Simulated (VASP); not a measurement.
# CuCl (F-43m) in VASP: a series of runs

Aim: see how the results for CuCl move with the level of theory and the settings. Levels: HSE06, r2SCAN0. Tasks: single point.

Program: VASP 6.6.1. These are calculated values, not measurements. Logs are shortened: lines on timing, memory, paths and dates and some standing lists are left out, and cuts for length are marked.

## (1) The cell of the first run

Symmetry: F-43m, No. 216, cubic system. Conventional cell: a = 5.449 Å, b = 5.449 Å, c = 5.449 Å, α = 90.00°, β = 90.00°, γ = 90.00°. Within 3.1 Å of Cu (site symmetry -43m) lie 4 Cl at 2.36 Å. Cl (site symmetry -43m) has 4 Cu at 2.36 Å within 3.1 Å.

## (2) Single point, HSE06

The input, POSCAR:

```
CuCl
1.0
    0.0000000000      2.7244913434      2.7244913434
    2.7244913434      0.0000000000      2.7244913434
    2.7244913434      2.7244913434      0.0000000000
Cu Cl
1 1
Direct
    0.0000000000      0.0000000000      0.0000000000
    0.2500000000      0.2500000000      0.2500000000
```

The input, INCAR.step1:

```
PREC = Accurate
ENCUT = 520
EDIFF = 1E-5
ISMEAR = -1
SIGMA = 0.02
LREAL = F
LASPH = T
NELM = 120
ALGO = Normal
ISIF = 2
LWAVE = T
LCHARG = F
NBANDS = 16
GGA = PE
GGA_COMPAT = F
```

The input, INCAR.step2:

```
PREC = Accurate
ENCUT = 520
EDIFF = 1E-6
ISMEAR = -1
SIGMA = 0.02
LREAL = F
LASPH = T
NELM = 120
ALGO = Normal
ISIF = 2
LWAVE = F
LCHARG = F
GGA = PE
LHFCALC = T
HFSCREEN = 0.2079
PRECFOCK = Normal
NBANDS = 16
ISTART = 1
GGA_COMPAT = F
```

The input, KPOINTS:

```
Automatic mesh
0
Gamma
  6 6 6
```

Potentials or basis: VASP PAW PBE potentials, release 64 (Cu, Cl).

Started as:

```
$ cat potpaw_PBE.64/Cu/POTCAR potpaw_PBE.64/Cl/POTCAR > POTCAR
$ cp INCAR.step1 INCAR
$ mpirun -np 1 vasp_std > vasp.out
$ cp INCAR.step2 INCAR
$ mpirun -np 1 vasp_std > vasp.out
```

OUTCAR:

```text
PREC = Accurate
   ENCUT = 520
   EDIFF = 1E-6
   ISMEAR = -1
   LREAL = F
   LASPH = T
   NELM = 120
   ISIF = 2
   GGA = PE
   LHFCALC = T
   HFSCREEN = 0.2079
   PRECFOCK = Normal
   ISTART = 1

 ion  position               nearest neighbor table
   1  0.000  0.000  0.000-   2 2.36   2 2.36   2 2.36   2 2.36
   2  0.250  0.250  0.250-   1 2.36   1 2.36   1 2.36   1 2.36

  LATTYP: Found a face centered cubic cell.
 ALAT       =     5.4489826868

  Lattice vectors:

 A1 = (   0.0000000000,   2.7244913434,   2.7244913434)
 A2 = (   2.7244913434,   0.0000000000,   2.7244913434)
 A3 = (   2.7244913434,   2.7244913434,   0.0000000000)

Analysis of symmetry for initial positions (statically):
=====================================================================
 Subroutine PRICEL returns:
 Original cell was already a primitive cell.

 Routine SETGRP: Setting up the symmetry group for a
 face centered cubic supercell.

 Subroutine GETGRP returns: Found 24 space group operations
 (whereof 24 operations were pure point group operations)
 out of a pool of 48 trial point group operations.

The static configuration has the point symmetry T_d .

Analysis of symmetry for dynamics (positions and initial velocities):
=====================================================================
 Subroutine PRICEL returns:
 Original cell was already a primitive cell.

 Routine SETGRP: Setting up the symmetry group for a
 face centered cubic supercell.

 Subroutine GETGRP returns: Found 24 space group operations
 (whereof 24 operations were pure point group operations)
 out of a pool of 48 trial point group operations.

The dynamic configuration has the point symmetry T_d .

 Subroutine INISYM returns: Found 24 space group operations
 (whereof 24 operations are pure point group operations),
 and found     1 'primitive' translations

----------------------------------------------------------------------------------------

                                     Primitive cell

  volume of cell :      40.4470

  direct lattice vectors                    reciprocal lattice vectors
     0.000000000  2.724491343  2.724491343    -0.183520495  0.183520495  0.183520495
     2.724491343  0.000000000  2.724491343     0.183520495 -0.183520495  0.183520495
     2.724491343  2.724491343  0.000000000     0.183520495  0.183520495 -0.183520495

  length of vectors
     3.853012608  3.853012608  3.853012608     0.317866822  0.317866822  0.317866822

  position of ions in fractional coordinates (direct lattice)
     0.000000000  0.000000000  0.000000000
     0.250000000  0.250000000  0.250000000

  ion indices of the primitive-cell ions
   primitive index   ion index
                 1           1
                 2           2

----------------------------------------------------------------------------------------

 KPOINTS: Automatic mesh

Automatic generation of k-mesh.
 Grid dimensions read from file:
 generate k-points for:    6    6    6

 Generating k-lattice:

  Cartesian coordinates                     Fractional coordinates (reciprocal lattice)
    -0.030586749  0.030586749  0.030586749     0.166666667  0.000000000  0.000000000
     0.030586749 -0.030586749  0.030586749     0.000000000  0.166666667  0.000000000
     0.030586749  0.030586749 -0.030586749     0.000000000  0.000000000  0.166666667

  Length of vectors
     0.052977804  0.052977804  0.052977804

  Shift w.r.t. Gamma in fractional coordinates (k-lattice)
     0.000000000  0.000000000  0.000000000

 Subroutine IBZKPT returns following result:
 ===========================================

 Found     16 irreducible k-points:

 Following reciprocal coordinates:
            Coordinates               Weight
  0.000000  0.000000  0.000000      1.000000
  0.166667  0.000000  0.000000      8.000000
  0.333333  0.000000  0.000000      8.000000
  0.500000  0.000000  0.000000      4.000000
  0.166667  0.166667  0.000000      6.000000
  0.333333  0.166667  0.000000     24.000000
[... 8 lines left out ...]
 -0.333333  0.333333  0.166667     24.000000
 -0.333333  0.500000  0.166667     12.000000
   k-points           NKPTS =     16   k-points in BZ     NKDIM =    216   number of bands    NBANDS=     16
   number of dos      NEDOS =    301   number of ions     NIONS =      2
   total plane-waves  NPLWV =  27000
   dimension x,y,z NGX =    30 NGY =   30 NGZ =   30
   dimension x,y,z NGXF=    60 NGYF=   60 NGZF=   60
   ions per type =               1   1
   NGX,Y,Z   is equivalent  to a cutoff of  12.94, 12.94, 12.94 a.u.
   NGXF,Y,Z  is equivalent  to a cutoff of  25.89, 25.89, 25.89 a.u.
 SYSTEM =  unknown system
   PREC   = accura    normal or accurate (medium, high low for compatibility)
   ISTART =      1    job   : 0-new  1-cont  2-samecut
   ICHARG =      0    charge: 1-file 2-atom 10-const
   ISPIN  =      1    spin polarized calculation?
   LNONCOLLINEAR =      F non collinear calculations
   LSORBIT =      F    spin-orbit coupling
   LASPH  =      T    aspherical Exc in radial PAW
   ENCUT  =  520.0 eV  38.22 Ry    6.18 a.u.   7.16  7.16  7.16*2*pi/ulx,y,z
   NELM   =    120;   NELMIN=  2; NELMDL=  0     # of ELM steps
   EDIFF  = 0.1E-05   stopping-criterion for ELM
   LREAL  =      F    real-space projection
   EDIFFG = 0.1E-04   stopping-criterion for IOM
   NSW    =      0    number of steps for IOM
   IBRION =     -1    ionic relax: 0-MD 1-quasi-New 2-CG
   NFREE  =      0    steps in history (QN), initial steepest desc. (CG)
   ISIF   =      2    stress and relaxation
   ISYM   =      3    0-nonsym 1-usesym 2-fastsym
   POTIM  = 0.5000    time-step for ionic-motion
   TEBEG  =    0.0;   TEEND  =   0.0 temperature during run
   PSTRESS=    0.0 pullay stress
   NELECT =      18.0000    total number of electrons
   NUPDOWN=      -1.0000    fix difference up-down
   EMIN   =  10.00;   EMAX   =-10.00  energy-range for DOS
   EFERMI =   0.00;   METHOD = LEGACY
   ISMEAR =    -1;   SIGMA  =   0.02  broadening in eV -4-tet -1-fermi 0-gaus
   EFERMI_NEDOS =   21; number of points for ismear=-14 and -15
   IALGO  =     38    algorithm
   IMIX   =      1    mixing-type and parameters
     AMIX     =   0.40;   BMIX     =  1.00
     AMIX_MAG =   1.60;   BMIX_MAG =  1.00
  volume/ion in A,a.u.               =      20.22       136.47
  Fermi-wavevector in a.u.,A,eV,Ry     =   1.249886  2.361941 21.255209  1.562214
  Thomas-Fermi vector in A             =   2.383905
   LORBIT       =      0    0 simple, 1 ext, 2 COOP (PROOUT), +10 PAW based schemes
   GGA     = PE    functional components
   LHFCALC =     T    Hartree Fock is set to
   PRECFOCK=normal    Normal, Fast or Accurate (Low or Medium for compatibility)
   ENCUT4O =  -1.0   cutoff for four orbital integrals eV
   NKREDX  =     1    reduce k-point grid by
   NKREDY  =     1    reduce k-point grid by
   NKREDZ  =     1    reduce k-point grid by
   AEXX    =    0.2500 exact exchange contribution
   HFSCREEN=    0.2079 screening length (either q_TF or 0.3 A-1)
   HFSCREENC=   0.2079 screening length for correlation (either q_TF or 0.3 A-1)
   ENCUTFOCK=  -1.0 apply spherical cutoff to Coloumb kernel
   IVDW    =     0    specifies the selected vdW correction
   LEPSILON=     F    determine dielectric tensor
   LRPA    =     F    only Hartree local field effects (RPA)
 non-spin polarized calculation
  energy-cutoff  :      520.00
  volume of cell :       40.45
 maximum number of plane-waves:      1113
 NGX is ok and might be reduce to    30
  NGX = 24; NGY = 24; NGZ = 24

 number of electron      17.9999997 magnetization

 Free energy of the ion-electron system (eV)
  ---------------------------------------------------
  ext. energy  EPLUGINS =         0.00000000
  ---------------------------------------------------
  free energy    TOTEN  =        -7.54979451 eV

  energy without entropy =       -7.54979451  energy(sigma->0) =       -7.54979451

 E-fermi :   2.8658     XC(G=0):  -7.6742

 val. band max:        2.4216428279   @ k =   0.0000   0.0000   0.0000
 cond. band min:       4.7284899048   @ k =   0.0000   0.0000   0.0000
 fundamental gap:      2.3068470769
 Fermi energy:         2.8658283879

 k-point     1 :       0.0000    0.0000    0.0000
  band No.  band energies     occupation
      1     -15.4084      2.00000
      2      -2.4330      2.00000
      3      -2.4330      2.00000
      4      -2.4330      2.00000
      5       0.6697      2.00000
      6       0.6697      2.00000
[... 8 lines left out ...]
     15      16.1500      0.00000
     16      17.1097      0.00000

 k-point     2 :       0.1667    0.0000    0.0000
  band No.  band energies     occupation
      1     -15.3010      2.00000
      2      -2.8380      2.00000
      3      -2.4110      2.00000
      4      -2.4110      2.00000
      5       0.6589      2.00000
      6       0.6589      2.00000
[... 8 lines left out ...]
     15      15.3477      0.00000
     16      17.1479      0.00000

 k-point     3 :       0.3333    0.0000    0.0000
  band No.  band energies     occupation
      1     -15.0742      2.00000
      2      -3.5729      2.00000
      3      -2.3736      2.00000
      4      -2.3736      2.00000
      5       0.6855      2.00000
      6       0.6855      2.00000
[... 8 lines left out ...]
     15      15.8734      0.00000
     16      16.1886      0.00000

 k-point     4 :       0.5000    0.0000    0.0000
  band No.  band energies     occupation
      1     -14.9542      2.00000
      2      -3.9156      2.00000
      3      -2.3587      2.00000
      4      -2.3587      2.00000
      5       0.7363      2.00000
      6       0.7363      2.00000
[... 8 lines left out ...]
     15      17.5760      0.00000
     16      17.5760      0.00000
[... 172 lines left out ...]
 k-point    14 :       0.5000    0.3333    0.1667
  band No.  band energies     occupation
      1     -14.9238      2.00000
      2      -3.5347      2.00000
      3      -2.7236      2.00000
      4      -2.3823      2.00000
      5       0.5798      2.00000
      6       0.7190      2.00000
[... 8 lines left out ...]
     15      18.0683      0.00000
     16      18.3318      0.00000

 k-point    15 :      -0.3333    0.3333    0.1667
  band No.  band energies     occupation
      1     -14.8442      2.00000
      2      -3.4624      2.00000
      3      -2.9930      2.00000
      4      -2.3920      2.00000
      5       0.5269      2.00000
      6       0.6802      2.00000
[... 8 lines left out ...]
     15      17.3554      0.00000
     16      18.3979      0.00000

 k-point    16 :      -0.3333    0.5000    0.1667
  band No.  band energies     occupation
      1     -14.8069      2.00000
      2      -3.5910      2.00000
      3      -2.8259      2.00000
      4      -2.4314      2.00000
      5       0.5696      2.00000
      6       0.6233      2.00000
[... 8 lines left out ...]
     15      18.2385      0.00000
     16      18.2413      0.00000

------------------------ aborting loop because EDIFF is reached ----------------------------------------

  FORCE on cell =-STRESS in cart. coord.  units (eV):
  Direction    XX          YY          ZZ          XY          YZ          ZX
  --------------------------------------------------------------------------------------
  -------------------------------------------------------------------------------------
  Total       -0.0948254     -0.0948254     -0.0948254     -0.0000000     -0.0000000     -0.0000000
  in kB       -3.7562040     -3.7562040     -3.7562040     -0.0000000     -0.0000000     -0.0000000
  external PRESSURE =      -3.7562040 kB  Pullay stress =       0.0000000 kB

 VOLUME and BASIS-vectors are now :
 -----------------------------------------------------------------------------
  energy-cutoff  :      520.00
  volume of cell :       40.45
      direct lattice vectors                 reciprocal lattice vectors
     0.000000000  2.724491343  2.724491343    -0.183520495  0.183520495  0.183520495
     2.724491343  0.000000000  2.724491343     0.183520495 -0.183520495  0.183520495
     2.724491343  2.724491343  0.000000000     0.183520495  0.183520495 -0.183520495

 POSITION                                       TOTAL-FORCE (eV/Angst)
 -----------------------------------------------------------------------------------
      0.00000      0.00000      0.00000        -0.000000     -0.000000     -0.000000
      1.36225      1.36225      1.36225         0.000000      0.000000      0.000000
 -----------------------------------------------------------------------------------
    total drift:                               -0.000083     -0.000027     -0.000000

  FREE ENERGIE OF THE ION-ELECTRON SYSTEM (eV)
  ---------------------------------------------------
  free  energy   TOTEN  =        -7.5497945056 eV

  energy  without entropy=       -7.5497945056  energy(sigma->0) =       -7.54979451
```

Wall time 30 min (1 thread of Intel Xeon Platinum 8488C (Sapphire Rapids), shared host); peak memory 0.28 GiB.

Results:

```
Free energy            : -7.5498 eV
Pressure               : -0.4 GPa
Band gap on the k mesh : 2.31 eV
```

Levels at points of the mesh, in eV from the valence-band top:
```tsv
k point	band 6	band 7	band 8	band 9	band 10	band 11	band 12	band 13
(0.00, 0.00, 0.00)	-1.75	0.00	0.00	0.00	2.31	8.68	8.68	8.68
(0.50, 0.00, 0.00)	-1.69	-1.63	-0.63	-0.63	4.78	8.60	9.07	9.07
(0.50, 0.50, 0.00)	-1.58	-1.53	-1.32	-1.32	5.06	6.39	10.62	13.09
```

Caveat: the PAW data sets were made with another functional, which shifts forces and pressure a little.

## (3) Single point, r2SCAN0

This run uses another cell than the first one, of 19.22 Å³/atom.

The input, POSCAR:

```
CuCl
1.0
    0.0000000000      2.6787561796      2.6787561796
    2.6787561796      0.0000000000      2.6787561796
    2.6787561796      2.6787561796      0.0000000000
Cu Cl
1 1
Direct
    0.0000000000      0.0000000000      0.0000000000
    0.2500000000      0.2500000000      0.2500000000
```

The input, INCAR.step1:

```
SYSTEM = CuCl
ALGO = Normal ; EDIFF = 1E-5
ENCUT = 580 ; GGA = PE
GGA_COMPAT = .FALSE. ; ISIF = 2
ISMEAR = 0 ; LASPH = .TRUE.
LREAL = .FALSE. ; LWAVE = .TRUE.
NBANDS = 16 ; NELM = 120
PREC = Accurate ; SIGMA = 0.01
```

The input, INCAR.step2:

```
SYSTEM = CuCl
AEXX = 0.25 ; ALGO = Normal
EDIFF = 1E-6 ; ENCUT = 580
GGA_COMPAT = .FALSE. ; ISIF = 2
ISMEAR = 0 ; ISTART = 1
LASPH = .TRUE. ; LCHARG = .TRUE.
LELF = .TRUE. ; LHFCALC = .TRUE.
LMIXTAU = .TRUE. ; LREAL = .FALSE.
LVHAR = .TRUE. ; LWAVE = .FALSE.
METAGGA = R2SCAN ; NBANDS = 16
NELM = 120 ; PREC = Accurate
PRECFOCK = Normal ; SIGMA = 0.01
```

The input, KPOINTS:

```
k-points
0
G
  6 6 6
  0 0 0
```

Potentials or basis: VASP PAW PBE potentials, release 64 (Cu, Cl).

Started as:

```
$ cat potpaw_PBE.64/Cu/POTCAR potpaw_PBE.64/Cl/POTCAR > POTCAR
$ cp INCAR.step1 INCAR
$ mpirun -np 1 vasp_std > vasp.out
$ cp INCAR.step2 INCAR
$ mpirun -np 1 vasp_std > vasp.out
```

Run time: 44 min. Hardware: 1 thread of Intel Xeon Platinum 8488C (Sapphire Rapids), shared host; peak memory 0.2 GiB.

The run converged. Its results:

```
Free energy            : -17.0027 eV
Pressure               : 1.2 GPa
Band gap on the k mesh : 3.34 eV
```

Levels at points of the mesh, in eV from the valence-band top:
| k point | band 7 | band 8 | band 9 | band 10 | band 11 | band 12 |
| --- | --- | --- | --- | --- | --- | --- |
| (0.00, 0.00, 0.00) | 0.00 | 0.00 | 0.00 | 3.34 | 9.76 | 9.76 |
| (0.50, 0.00, 0.00) | -1.82 | -0.71 | -0.71 | 5.86 | 9.79 | 10.11 |
| (0.50, 0.50, 0.00) | -1.69 | -1.49 | -1.49 | 5.89 | 7.46 | 12.00 |

Caveat: the PAW data sets were made with another functional, which shifts forces and pressure a little.
